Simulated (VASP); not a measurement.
# WS2 (P6_3/mmc) in VASP: further runs

WS2 is run at these levels: PBEsol; tasks: single point.

All numbers are computed with VASP 6.6.1; they aren't measurements. Logs are shortened: lines on timing, memory, paths and dates and some standing lists are left out, and cuts for length are marked.

**1. The cell of the first run**

The structure is hexagonal, space group P6_3/mmc (No. 194). Conventional cell: a = 3.272 Å, b = 3.272 Å, c = 12.400 Å, α = 90.00°, β = 90.00°, γ = 120.00°. W (site symmetry -6m2) has 6 S at 2.43 Å within 3.2 Å. S (site symmetry 3m) has 3 W at 2.43 Å and 1 S at 3.04 Å within 3.2 Å.

**2. Single point, PBEsol (biaxial strain in the a-b plane: +4.0 %)**

Input file INCAR:

```
SYSTEM = WS2
ALGO     = Normal         ! electronic algorithm
EDIFF    = 1E-6           ! SCF threshold, eV
ENCUT    = 520            ! plane-wave cutoff, eV
GGA      = PS             ! functional
ISIF     = 2              ! what is computed and relaxed
ISMEAR   = 0              ! smearing method
LASPH    = .TRUE.         ! aspherical terms in the spheres
LCHARG   = .FALSE.        ! write CHGCAR
LREAL    = .FALSE.        ! projectors in reciprocal space
LWAVE    = .FALSE.        ! write WAVECAR
NBANDS   = 35             ! bands
NELM     = 60             ! most SCF steps
PREC     = Accurate       ! precision mode
SIGMA    = 0.02           ! smearing width, eV
```

Input file KPOINTS:

```
k-points
0
G
  12 12 2
  0 0 0
```

Input file POSCAR:

```
WS2
1.0
    3.2719270380      0.0000000000      0.0000000000
   -1.6359635190      2.8335719342      0.0000000000
    0.0000000000      0.0000000000     12.3996955683
W S
2 4
Direct
    0.3333333333      0.6666666667      0.2500000000
    0.6666666667      0.3333333333      0.7500000000
    0.3333333333      0.6666666667      0.6273388359
    0.6666666667      0.3333333333      0.1273388359
    0.3333333333      0.6666666667      0.8726611641
    0.6666666667      0.3333333333      0.3726611641
```

Potentials or basis: VASP PAW PBE potentials, release 64 (W_sv, S).

Launch:

```bash
cat potpaw_PBE.64/W_sv/POTCAR potpaw_PBE.64/S/POTCAR > POTCAR
mpirun -np 1 vasp_std > vasp.out
```

OUTCAR:

```text
SYSTEM = WS2
   EDIFF = 1E-6
   ENCUT = 520
   GGA = PS
   ISIF = 2
   ISMEAR = 0
   LASPH = .TRUE.
   LREAL = .FALSE.
   NELM = 60
   PREC = Accurate

 ion  position               nearest neighbor table
   1  0.333  0.667  0.250-   4 2.43   6 2.43   4 2.43   6 2.43   4 2.43   6 2.43
   2  0.667  0.333  0.750-   3 2.43   5 2.43   3 2.43   5 2.43   3 2.43   5 2.43
   3  0.333  0.667  0.627-   2 2.43   2 2.43   2 2.43
   4  0.667  0.333  0.127-   1 2.43   1 2.43   1 2.43
   5  0.333  0.667  0.873-   2 2.43   2 2.43   2 2.43
   6  0.667  0.333  0.373-   1 2.43   1 2.43   1 2.43

  LATTYP: Found a hexagonal cell.
 ALAT       =     3.2719270380
 C/A-ratio  =     3.7897225165

  Lattice vectors:

 A1 = (   3.2719270380,   0.0000000000,   0.0000000000)
 A2 = (  -1.6359635190,   2.8335719342,   0.0000000000)
 A3 = (   0.0000000000,   0.0000000000,  12.3996955683)

Analysis of symmetry for initial positions (statically):
=====================================================================
 Subroutine PRICEL returns:
 Original cell was already a primitive cell.

 Routine SETGRP: Setting up the symmetry group for a
 hexagonal supercell.

 Subroutine GETGRP returns: Found 24 space group operations
 (whereof 12 operations were pure point group operations)
 out of a pool of 24 trial point group operations.

The static configuration has the point symmetry D_3d.
 The point group associated with its full space group is D_6h.

Analysis of symmetry for dynamics (positions and initial velocities):
=====================================================================
 Subroutine PRICEL returns:
 Original cell was already a primitive cell.

 Routine SETGRP: Setting up the symmetry group for a
 hexagonal supercell.

 Subroutine GETGRP returns: Found 24 space group operations
 (whereof 12 operations were pure point group operations)
 out of a pool of 24 trial point group operations.

The dynamic configuration has the point symmetry D_3d.
 The point group associated with its full space group is D_6h.

 Subroutine INISYM returns: Found 24 space group operations
 (whereof 12 operations are pure point group operations),
 and found     1 'primitive' translations

----------------------------------------------------------------------------------------

                                     Primitive cell
[... 93 lines left out ...]
   ISPIN  =      1    spin polarized calculation?
   LNONCOLLINEAR =      F non collinear calculations
   LSORBIT =      F    spin-orbit coupling
   LASPH  =      T    aspherical Exc in radial PAW
   ENCUT  =  520.0 eV  38.22 Ry    6.18 a.u.   6.08  6.08 23.06*2*pi/ulx,y,z
   NELM   =     60;   NELMIN=  2; NELMDL= -5     # of ELM steps
   EDIFF  = 0.1E-05   stopping-criterion for ELM
   LREAL  =      F    real-space projection
   EDIFFG = 0.1E-04   stopping-criterion for IOM
   NSW    =      0    number of steps for IOM
   IBRION =     -1    ionic relax: 0-MD 1-quasi-New 2-CG
   NFREE  =      0    steps in history (QN), initial steepest desc. (CG)
   ISIF   =      2    stress and relaxation
   ISYM   =      2    0-nonsym 1-usesym 2-fastsym
   POTIM  = 0.5000    time-step for ionic-motion
   TEBEG  =    0.0;   TEEND  =   0.0 temperature during run
   PSTRESS=    0.0 pullay stress
   NELECT =      52.0000    total number of electrons
   NUPDOWN=      -1.0000    fix difference up-down
   EMIN   =  10.00;   EMAX   =-10.00  energy-range for DOS
   EFERMI =   0.00;   METHOD = LEGACY
   ISMEAR =     0;   SIGMA  =   0.02  broadening in eV -4-tet -1-fermi 0-gaus
   EFERMI_NEDOS =   21; number of points for ismear=-14 and -15
   IALGO  =     38    algorithm
   IMIX   =      4    mixing-type and parameters
     AMIX     =   0.40;   BMIX     =  1.00
     AMIX_MAG =   1.60;   BMIX_MAG =  1.00
  volume/ion in A,a.u.               =      19.16       129.30
  Fermi-wavevector in a.u.,A,eV,Ry     =   1.256685  2.374790 21.487088  1.579256
  Thomas-Fermi vector in A             =   2.390381
   LORBIT       =      0    0 simple, 1 ext, 2 COOP (PROOUT), +10 PAW based schemes
   GGA     = PS    functional components
   LHFCALC =     F    Hartree Fock is set to
   AEXX    =    0.0000 exact exchange contribution
   IVDW    =     0    specifies the selected vdW correction
   LEPSILON=     F    determine dielectric tensor
   LRPA    =     F    only Hartree local field effects (RPA)
 non-spin polarized calculation
 Gauss-broadening in eV      SIGMA  =   0.02
  energy-cutoff  :      520.00
  volume of cell :      114.96
 maximum number of plane-waves:      3150
   NGX = 13   NGY = 13   NGZ = 47

 number of electron      52.0000007 magnetization

 Free energy of the ion-electron system (eV)
  ---------------------------------------------------
  ext. energy  EPLUGINS =         0.00000000
  ---------------------------------------------------
  free energy    TOTEN  =       -50.26431616 eV

  energy without entropy =      -50.26431616  energy(sigma->0) =      -50.26431616

 E-fermi :   6.8381     XC(G=0): -10.6791

 val. band max:        6.6836873217   @ k =   0.0000   0.0000   0.0000
 cond. band min:       7.1936344383   @ k =   0.3333   0.3333   0.0000
 fundamental gap:      0.5099471167
 Fermi energy:         6.8380673074

 k-point     1 :       0.0000    0.0000    0.0000
  band No.  band energies     occupation
      1     -68.2283      2.00000
      2     -68.2282      2.00000
      3     -32.4137      2.00000
      4     -32.4136      2.00000
      5     -32.3522      2.00000
      6     -32.3522      2.00000
[... 901 lines left out ...]
     34      10.1833      0.00000
     35      12.2232      0.00000

 [... further k-points ...]
[... 5 lines left out ...]
  --------------------------------------------------------------------------------------
  -------------------------------------------------------------------------------------
  Total       -7.1614835     -7.1614835      0.5283950      0.0000000      0.0000000      0.0000000
  in kB      -99.8078510    -99.8078510      7.3641126      0.0000000      0.0000000      0.0000000
  external PRESSURE =     -64.0838632 kB  Pullay stress =       0.0000000 kB

 VOLUME and BASIS-vectors are now :
 -----------------------------------------------------------------------------
  energy-cutoff  :      520.00
  volume of cell :      114.96
      direct lattice vectors                 reciprocal lattice vectors
     3.271927038  0.000000000  0.000000000     0.305630287  0.176455729  0.000000000
    -1.635963519  2.833571934  0.000000000     0.000000000  0.352911457  0.000000000
     0.000000000  0.000000000 12.399695568     0.000000000  0.000000000  0.080647141

 POSITION                                       TOTAL-FORCE (eV/Angst)
 -----------------------------------------------------------------------------------
     -0.00000      1.88905      3.09992        -0.000000     -0.000000     -0.000000
      1.63596      0.94452      9.29977         0.000000      0.000000     -0.000000
     -0.00000      1.88905      7.77881         0.000000      0.000000     -0.070706
      1.63596      0.94452      1.57896        -0.000000     -0.000000     -0.070706
     -0.00000      1.88905     10.82073         0.000000      0.000000      0.070706
      1.63596      0.94452      4.62088        -0.000000      0.000000      0.070706
 -----------------------------------------------------------------------------------
    total drift:                               -0.000000      0.000000     -0.000000

  FREE ENERGIE OF THE ION-ELECTRON SYSTEM (eV)
  ---------------------------------------------------
  free  energy   TOTEN  =       -50.2643161574 eV

  energy  without entropy=      -50.2643161574  energy(sigma->0) =      -50.26431616
```

It took 58 s on 1 thread of Intel Xeon 6975P-C (Granite Rapids), shared host; peak memory 0.28 GiB.

What came out:

* Free energy: -50.2643 eV
* Pressure: -6.4 GPa
* Largest force: 0.071 eV/Å
* Band gap on the k mesh: 0.51 eV, indirect (least direct gap 1.38 eV)

Forces on the atoms (eV/Å):
```
W    0.000  0.000  0.000
W    0.000  0.000  0.000
S    0.000  0.000 -0.071
S    0.000  0.000 -0.071
S    0.000  0.000  0.071
S    0.000  0.000  0.071
```

Levels at points of the mesh, in eV from the valence-band top:
```csv
k point,band 24,band 25,band 26,band 27,band 28,band 29
"(0.00, 0.00, 0.00)",-1.45,-0.91,0.00,1.83,1.83,1.84
"(0.50, 0.00, 0.00)",-2.33,-1.83,-1.62,1.58,1.62,2.01
"(0.00, 0.00, 0.50)",-2.64,-0.24,-0.24,1.83,1.83,1.83
"(0.50, 0.00, 0.50)",-2.40,-1.71,-1.71,1.60,1.60,2.05
```

Caveat: the cell differs from its parent crystal (biaxial strain in the a-b plane: +4.0 %); the PAW data sets were made with another functional, which shifts forces and pressure a little; spin-orbit coupling is left out, which moves the levels of the heavy elements; this functional lacks dispersion, which binds the layers, so the pressure and a relaxed spacing across them are unreliable.

(Part 1 of 2 ends here.)
